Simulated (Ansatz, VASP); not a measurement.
**One calculation of C, two programs**

```
CELL_PARAMETERS angstrom
1.24547 0.72158 3.56507
-1.21836 0.72132 3.55566
0.01333 -1.42832 3.55743
ATOMIC_POSITIONS crystal
C 0.20935 0.12991 0.14806
C 0.79065 0.87009 0.85194
```

Change from the starting cell: all atoms moved at random, sigma 0.1 Å a component, cell strained at random, sigma 0.01.

Alike in both runs: task single point; functional r2SCAN; k mesh 12 × 12 × 12; occupations gaussian, width 0.05 eV; no spin polarisation.

|  | VASP | Ansatz |
| --- | --- | --- |
| version | VASP 6.6.1 | Ansatz 0.2.0 |
| potentials or method | VASP PAW PBE potentials, release 64 (C), cutoff 520 eV | scalar-relativistic, plane waves, PAW |
| valence electrons in the cell | 8 | 8 |

```tsv
	VASP	Ansatz	Ansatz less VASP
gap on the k mesh at the Fermi level (eV)	none	none	-
pressure (GPa)	15.7	15.1	-0.57
traceless stress, the component that is largest in VASP (GPa)	25.00	24.28	-0.718
rms of the force components (eV/Å)	7.513	7.444	-0.0686
```

VASP's potentials were made for PBE, not for r2SCAN. Atom by atom the forces differ by 0.072 eV/Å (rms over components). A gap of «none» marks a metal or a gap that the smearing closes.
